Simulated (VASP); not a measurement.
# SiSe2 (Ibam) in VASP: relaxation of cell and atoms with PBE

Aim: the relaxation of cell and atoms of SiSe2 with PBE.

Everything below comes from runs of VASP 6.6.1. Logs are shortened: lines on timing, memory, paths and dates and some standing lists are left out, and cuts for length are marked.

### 1 The cell of the first run

It takes space group Ibam (No. 72, orthorhombic). Conventional cell: a = 5.850 Å, b = 9.504 Å, c = 5.837 Å, α = 90.00°, β = 90.00°, γ = 90.00°. Si (site symmetry 222) has 4 Se at 2.29 Å and 2 Si at 2.92 Å within 3.0 Å. Se (site symmetry m) has 2 Si at 2.29 Å within 3.0 Å.

### 2 Relaxation of cell and atoms, PBE

Contents of INCAR:

```
PREC     = Accurate       # precision mode
ENCUT    = 500            # plane-wave cutoff, eV
EDIFF    = 1E-7           # SCF threshold, eV
ISMEAR   = 0              # smearing method
SIGMA    = 0.02           # smearing width, eV
LREAL    = False          # projectors in reciprocal space
LASPH    = True           # aspherical terms in the spheres
NELM     = 120            # most SCF steps
ALGO     = Normal         # electronic algorithm
ISIF     = 3              # what is computed and relaxed
LWAVE    = False          # write WAVECAR
LCHARG   = False          # write CHGCAR
GGA      = PE             # functional
IBRION   = 2              # ionic algorithm
NSW      = 70             # ionic steps
EDIFFG   = -0.005         # ionic threshold
GGA_COMPAT= False        
NELMIN   = 4
```

Contents of KPOINTS:

```
Automatic mesh
0
Gamma
  8 8 8
```

Contents of POSCAR:

```
SiSe2
1.0
   -2.9250317313      4.7519660242      2.9184616666
    2.9250317313     -4.7519660242      2.9184616666
    2.9250317313      4.7519660242     -2.9184616666
Si Se
2 4
Direct
    0.7500000000      0.7500000000      0.0000000000
    0.2500000000      0.2500000000      0.0000000000
    0.1261810405      0.2228206306      0.3490016711
    0.8738189595      0.7771793694      0.6509983289
    0.3738189595      0.7228206306      0.0966395901
    0.6261810405      0.2771793694      0.9033604099
```

Potentials or basis: VASP PAW PBE potentials, release 64 (Si, Se).

On the command line:

```console
> cat potpaw_PBE.64/Si/POTCAR potpaw_PBE.64/Se/POTCAR > POTCAR
> mpirun -np 1 vasp_std > vasp.out
```

OUTCAR:

```text
PREC = Accurate
   ENCUT = 500
   EDIFF = 1E-7
   ISMEAR = 0
   LREAL = False
   LASPH = True
   NELM = 120
   ISIF = 3
   GGA = PE
   IBRION = 2
   NSW = 70
   EDIFFG = -0.005
   NELMIN = 4

 ion  position               nearest neighbor table
   1  0.750  0.750  0.000-   3 2.29   4 2.29   5 2.29   6 2.29   2 2.92   2 2.92
   2  0.250  0.250  0.000-   3 2.29   4 2.29   5 2.29   6 2.29   1 2.92   1 2.92
   3  0.126  0.223  0.349-   1 2.29   2 2.29
   4  0.874  0.777  0.651-   1 2.29   2 2.29
   5  0.374  0.723  0.097-   1 2.29   2 2.29
   6  0.626  0.277  0.903-   1 2.29   2 2.29

  LATTYP: Found a body centered orthorhombic cell.
 ALAT       =     5.8369233332
 B/A-ratio  =     1.0022512082
 C/A-ratio  =     1.6282434265

  Lattice vectors:

 A1 = (   2.9250317313,   4.7519660242,  -2.9184616666)
 A2 = (  -2.9250317313,   4.7519660242,   2.9184616666)
 A3 = (   2.9250317313,  -4.7519660242,   2.9184616666)

Analysis of symmetry for initial positions (statically):
=====================================================================
 Subroutine PRICEL returns:
 Original cell was already a primitive cell.

 Routine SETGRP: Setting up the symmetry group for a
 body centered orthorhombic supercell.

 Subroutine GETGRP returns: Found  8 space group operations
 (whereof  4 operations were pure point group operations)
 out of a pool of  8 trial point group operations.

The static configuration has the point symmetry C_2h.
 The point group associated with its full space group is D_2h.

Analysis of symmetry for dynamics (positions and initial velocities):
=====================================================================
 Subroutine PRICEL returns:
 Original cell was already a primitive cell.

 Routine SETGRP: Setting up the symmetry group for a
 body centered orthorhombic supercell.

 Subroutine GETGRP returns: Found  8 space group operations
 (whereof  4 operations were pure point group operations)
 out of a pool of  8 trial point group operations.

The dynamic configuration has the point symmetry C_2h.
 The point group associated with its full space group is D_2h.

 Subroutine INISYM returns: Found  8 space group operations
 (whereof  4 operations are pure point group operations),
 and found     1 'primitive' translations

----------------------------------------------------------------------------------------

                                     Primitive cell

  volume of cell :     162.2624

  direct lattice vectors                    reciprocal lattice vectors
    -2.925031731  4.751966024  2.918461667     0.000000000  0.105219608  0.171323134
     2.925031731 -4.751966024  2.918461667     0.170938317  0.000000000  0.171323134
     2.925031731  4.751966024 -2.918461667     0.170938317  0.105219608  0.000000000

  length of vectors
     6.297174781  6.297174781  6.297174781     0.201054177  0.242015546  0.200726366

  position of ions in fractional coordinates (direct lattice)
     0.750000000  0.750000000  0.000000000
     0.250000000  0.250000000  0.000000000
     0.126181041  0.222820631  0.349001671
     0.873818959  0.777179369  0.650998329
     0.373818959  0.722820631  0.096639590
     0.626181041  0.277179369  0.903360410

  ion indices of the primitive-cell ions
   primitive index   ion index
                 1           1
                 2           2
                 3           3
                 4           4
                 5           5
                 6           6

----------------------------------------------------------------------------------------

 KPOINTS: Automatic mesh

Automatic generation of k-mesh.
 Grid dimensions read from file:
 generate k-points for:    8    8    8

 Generating k-lattice:

  Cartesian coordinates                     Fractional coordinates (reciprocal lattice)
     0.000000000  0.013152451  0.021415392     0.125000000 -0.000000000  0.000000000
     0.021367290  0.000000000  0.021415392     0.000000000  0.125000000  0.000000000
     0.021367290  0.013152451  0.000000000     0.000000000 -0.000000000  0.125000000

  Length of vectors
     0.025131772  0.030251943  0.025090796

  Shift w.r.t. Gamma in fractional coordinates (k-lattice)
     0.000000000  0.000000000  0.000000000

 Subroutine IBZKPT returns following result:
 ===========================================

 Found     95 irreducible k-points:

 Following reciprocal coordinates:
            Coordinates               Weight
  0.000000  0.000000  0.000000      1.000000
  0.125000  0.000000  0.000000      4.000000
  0.250000  0.000000  0.000000      4.000000
  0.375000  0.000000 -0.000000      4.000000
  0.500000  0.000000  0.000000      2.000000
 -0.000000  0.125000  0.000000      4.000000
[... 16 lines left out ...]
  0.125000  0.375000  0.000000      8.000000
  0.250000  0.375000  0.000000      8.000000
 [... further k-points ...]
   k-points           NKPTS =     95   k-points in BZ     NKDIM =     95   number of bands    NBANDS=     20
   number of dos      NEDOS =    301   number of ions     NIONS =      6
   total plane-waves  NPLWV = 110592
   dimension x,y,z NGX =    48 NGY =   48 NGZ =   48
   dimension x,y,z NGXF=    96 NGYF=   96 NGZF=   96
   ions per type =               2   4
   NGX,Y,Z   is equivalent  to a cutoff of  12.67, 12.67, 12.67 a.u.
   NGXF,Y,Z  is equivalent  to a cutoff of  25.34, 25.34, 25.34 a.u.
 SYSTEM =  unknown system
   PREC   = accura    normal or accurate (medium, high low for compatibility)
   ISTART =      0    job   : 0-new  1-cont  2-samecut
   ICHARG =      2    charge: 1-file 2-atom 10-const
   ISPIN  =      1    spin polarized calculation?
   LNONCOLLINEAR =      F non collinear calculations
   LSORBIT =      F    spin-orbit coupling
   LASPH  =      T    aspherical Exc in radial PAW
   ENCUT  =  500.0 eV  36.75 Ry    6.06 a.u.  11.48 11.48 11.48*2*pi/ulx,y,z
   NELM   =    120;   NELMIN=  4; NELMDL= -5     # of ELM steps
   EDIFF  = 0.1E-06   stopping-criterion for ELM
   LREAL  =      F    real-space projection
   EDIFFG = -.5E-02   stopping-criterion for IOM
   NSW    =     70    number of steps for IOM
   IBRION =      2    ionic relax: 0-MD 1-quasi-New 2-CG
   NFREE  =      1    steps in history (QN), initial steepest desc. (CG)
   ISIF   =      3    stress and relaxation
   ISYM   =      2    0-nonsym 1-usesym 2-fastsym
   POTIM  = 0.5000    time-step for ionic-motion
   TEBEG  =    0.0;   TEEND  =   0.0 temperature during run
   PSTRESS=    0.0 pullay stress
   NELECT =      32.0000    total number of electrons
   NUPDOWN=      -1.0000    fix difference up-down
   EMIN   =  10.00;   EMAX   =-10.00  energy-range for DOS
   EFERMI =   0.00;   METHOD = LEGACY
   ISMEAR =     0;   SIGMA  =   0.02  broadening in eV -4-tet -1-fermi 0-gaus
   EFERMI_NEDOS =   21; number of points for ismear=-14 and -15
   IALGO  =     38    algorithm
   IMIX   =      4    mixing-type and parameters
     AMIX     =   0.40;   BMIX     =  1.00
     AMIX_MAG =   1.60;   BMIX_MAG =  1.00
  volume/ion in A,a.u.               =      27.04       182.50
  Fermi-wavevector in a.u.,A,eV,Ry     =   0.952911  1.800740 12.354617  0.908039
  Thomas-Fermi vector in A             =   2.081517
   LORBIT       =      0    0 simple, 1 ext, 2 COOP (PROOUT), +10 PAW based schemes
   GGA     = PE    functional components
   LHFCALC =     F    Hartree Fock is set to
   AEXX    =    0.0000 exact exchange contribution
   IVDW    =     0    specifies the selected vdW correction
   LEPSILON=     F    determine dielectric tensor
   LRPA    =     F    only Hartree local field effects (RPA)
 conjugate gradient relaxation of ions
 non-spin polarized calculation
 Gauss-broadening in eV      SIGMA  =   0.02
  energy-cutoff  :      500.00
  volume of cell :      162.26
 maximum number of plane-waves:      4143
 NGX is ok and might be reduce to    48
   NGX = 23   NGY = 23   NGZ = 23

--------------------------------------- Ionic step        1  -------------------------------------------

 number of electron      32.0000000 magnetization

 Free energy of the ion-electron system (eV)
  ---------------------------------------------------
  ext. energy  EPLUGINS =         0.00000000
  ---------------------------------------------------
  free energy    TOTEN  =       -27.39479446 eV

  energy without entropy =      -27.39479446  energy(sigma->0) =      -27.39479446

------------------------ aborting loop because EDIFF is reached ----------------------------------------

  FORCE on cell =-STRESS in cart. coord.  units (eV):
  Direction    XX          YY          ZZ          XY          YZ          ZX
  --------------------------------------------------------------------------------------
  -------------------------------------------------------------------------------------
  Total        1.9554182      1.9556254      1.9561693     -0.0000000      0.0000000      0.0000000
  in kB       19.3077803     19.3098263     19.3151961     -0.0000000      0.0000000      0.0000000
  external PRESSURE =      19.3109342 kB  Pullay stress =       0.0000000 kB
[... 101 lines left out ...]
  FREE ENERGIE OF THE ION-ELECTRON SYSTEM (eV)
  ---------------------------------------------------
  free  energy   TOTEN  =       -27.4256382128 eV

  energy  without entropy=      -27.4256382128  energy(sigma->0) =      -27.42563821

[... ionic steps 4 to 20 ...]

--------------------------------------- Ionic step       21  -------------------------------------------

 number of electron      31.9999997 magnetization

------------------------ aborting loop because EDIFF is reached ----------------------------------------
[... 75 lines left out ...]
--------------------------------------- Ionic step       23  -------------------------------------------

 number of electron      31.9999997 magnetization

 Free energy of the ion-electron system (eV)
  ---------------------------------------------------
  ext. energy  EPLUGINS =         0.00000000
  ---------------------------------------------------
  free energy    TOTEN  =       -27.59148817 eV

  energy without entropy =      -27.59148817  energy(sigma->0) =      -27.59148817

 E-fermi :   0.2300     XC(G=0):  -7.0395

 val. band max:        0.1385941884   @ k =  -0.3750   0.3750   0.2500
 cond. band min:       2.3246311731   @ k =  -0.3750  -0.3750   0.3750
 fundamental gap:      2.1860369847
 Fermi energy:         0.2300247574

 k-point     1 :       0.0000    0.0000    0.0000
  band No.  band energies     occupation
      1     -13.9309      2.00000
      2     -12.3327      2.00000
      3     -11.9861      2.00000
      4     -11.9467      2.00000
      5      -7.3425      2.00000
      6      -6.0010      2.00000
[... 541 lines left out ...]
     19       4.0901      0.00000
     20       4.1811      0.00000

 [... further k-points ...]

------------------------ aborting loop because EDIFF is reached ----------------------------------------

  FORCE on cell =-STRESS in cart. coord.  units (eV):
  Direction    XX          YY          ZZ          XY          YZ          ZX
  --------------------------------------------------------------------------------------
  -------------------------------------------------------------------------------------
  Total        0.0287887      0.0049730      0.0071318     -0.0000000      0.0000000      0.0000000
  in kB        0.2136257      0.0369023      0.0529209     -0.0000000      0.0000000      0.0000000
  external PRESSURE =       0.1011496 kB  Pullay stress =       0.0000000 kB
[... 21 lines left out ...]
  FREE ENERGIE OF THE ION-ELECTRON SYSTEM (eV)
  ---------------------------------------------------
  free  energy   TOTEN  =       -27.5914881679 eV

  energy  without entropy=      -27.5914881679  energy(sigma->0) =      -27.59148817

 reached required accuracy - stopping structural energy minimisation
```

Wall time 45 min (1 thread of Intel Xeon 6975P-C (Granite Rapids), shared host); peak memory 0.52 GiB.

Results:

- Free energy: -27.5915 eV
- Relaxed volume: 35.99 Å³/atom
- Relaxed cell: a = 7.096 Å, b = 7.096 Å, c = 7.096 Å, α = 124.98°, β = 77.08°, γ = 130.56°
- Space group after relaxing (to 0.05 Å): Ibam (No. 72)
- Energy gained by relaxing: 32.8 meV/atom
- Ionic steps: 23
- Pressure after relaxing: 0.0 GPa
- Largest force after relaxing: 0.005 eV/Å
- Band gap on the k mesh: 2.19 eV, indirect (least direct gap 2.32 eV)

Forces on the atoms (eV/Å):
```
Si   0.000  0.000  0.000
Si   0.000  0.000  0.000
Se   0.004 -0.002  0.000
Se  -0.004  0.002  0.000
Se   0.004  0.002  0.000
Se  -0.004 -0.002  0.000
```

Step by step:
| step | energy change (eV) | largest force (eV/Å) | pressure (GPa) | volume (Å³) |
| --- | --- | --- | --- | --- |
| 1 | 0.0000 | 0.0081 | 1.93 | 162.26 |
| 2 | -0.0245 | 0.5757 | -0.79 | 170.04 |
| 3 | -0.0308 | 0.3996 | 0.01 | 167.53 |
| 4 | -0.0595 | 0.3308 | 0.03 | 170.21 |
| 5 | -0.1203 | 0.1049 | 0.19 | 178.39 |
| 6 | -0.1336 | 0.4476 | 0.90 | 195.46 |
| 7 | -0.1443 | 0.2582 | 0.66 | 189.40 |
| 8 | -0.1623 | 0.1077 | 0.15 | 194.03 |
| 9 | -0.1734 | 0.1191 | -0.55 | 201.28 |
| 10 | -0.1872 | 0.0637 | -0.21 | 203.07 |
| 11 | -0.1918 | 0.0229 | 0.11 | 204.66 |
| 12 | -0.1919 | 0.0233 | 0.16 | 204.87 |
| 13 | -0.1926 | 0.0361 | 0.06 | 206.09 |
| 14 | -0.1930 | 0.0819 | -0.07 | 207.88 |
| 15 | -0.1935 | 0.0760 | -0.06 | 208.60 |
| 16 | -0.1949 | 0.0585 | -0.04 | 210.79 |
| 17 | -0.1963 | 0.0234 | 0.01 | 215.19 |
| 18 | -0.1963 | 0.0181 | 0.02 | 216.01 |
| 19 | -0.1966 | 0.0129 | 0.00 | 216.00 |
| 20 | -0.1967 | 0.0094 | -0.02 | 216.00 |
| 21 | -0.1967 | 0.0090 | -0.02 | 216.00 |
| 22 | -0.1967 | 0.0084 | 0.02 | 215.87 |
| 23 | -0.1967 | 0.0045 | 0.01 | 215.91 |

Final structure:
```
CELL_PARAMETERS angstrom
-3.27778 5.55015 2.96712
3.27778 -5.55015 2.96712
3.27778 5.55015 -2.96712
ATOMIC_POSITIONS crystal
Si 0.75000 0.75000 0.00000
Si 0.25000 0.25000 0.00000
Se 0.11167 0.19095 0.30262
Se 0.88833 0.80905 0.69738
Se 0.38833 0.69095 0.07928
Se 0.61167 0.30905 0.92072
```

Levels at points of the mesh, in eV from the valence-band top:
| k point | band 12 | band 13 | band 14 | band 15 | band 16 | band 17 | band 18 | band 19 | band 20 |
| --- | --- | --- | --- | --- | --- | --- | --- | --- | --- |
| (0.00, 0.00, 0.00) | -1.56 | -1.49 | -0.88 | -0.79 | -0.20 | 2.88 | 3.07 | 3.44 | 4.63 |
| (0.50, 0.00, 0.00) | -1.91 | -0.97 | -0.97 | -0.57 | -0.57 | 2.55 | 2.55 | 4.11 | 4.11 |
| (0.00, 0.50, 0.00) | -1.92 | -0.72 | -0.72 | -0.65 | -0.65 | 2.49 | 2.49 | 3.98 | 3.98 |
| (0.50, 0.50, 0.00) | -1.69 | -1.63 | -1.28 | -0.99 | -0.01 | 2.91 | 3.81 | 4.03 | 4.24 |
| (0.50, 0.50, 0.50) | -1.73 | -1.68 | -1.64 | -1.19 | -0.08 | 2.24 | 3.68 | 4.08 | 4.22 |

Caveat: the volume moved by over 15 % at a fixed basis, so the end points are rough.
